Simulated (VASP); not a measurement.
Ti6H, 14 atoms in the cell. The cell holds a slab with vacuum, 14 atoms: a = 5.664 Å, b = 4.579 Å, c = 24.551 Å, α = 90.00°, β = 90.00°, γ = 90.00°. 

| Property | Result |
| --- | --- |
| Program | VASP 6.6.1 |
| Task | single point |
| Functional | PBE |
| Potentials or basis | VASP PAW PBE potentials, release 64 (Ti_sv, H) |
| Cutoff | 520 eV |
| k mesh | 5 × 6 × 1 |
| Occupations | gaussian, width 0.1 eV |
| Spin | no spin polarisation |
| Dipole correction | yes |
| Further INCAR settings | ALGO = Normal; EDIFF = 1e-07; NBANDS = 86 |

Potentials or basis: VASP PAW PBE potentials, release 64 (Ti_sv, H).

Command:

```console
$ cat potpaw_PBE.64/Ti_sv/POTCAR potpaw_PBE.64/H/POTCAR > POTCAR
$ mpirun -np 1 vasp_std > vasp.out
```

Hardware: 1 thread of AMD EPYC 7R13 (shared host).

Task: Estimate the wall time of this run.

Result: Wall time 64 min on 1 thread of AMD EPYC 7R13, with other jobs on the host, peak memory 0.87 GiB. Counts: scf iterations 41, k points 12.
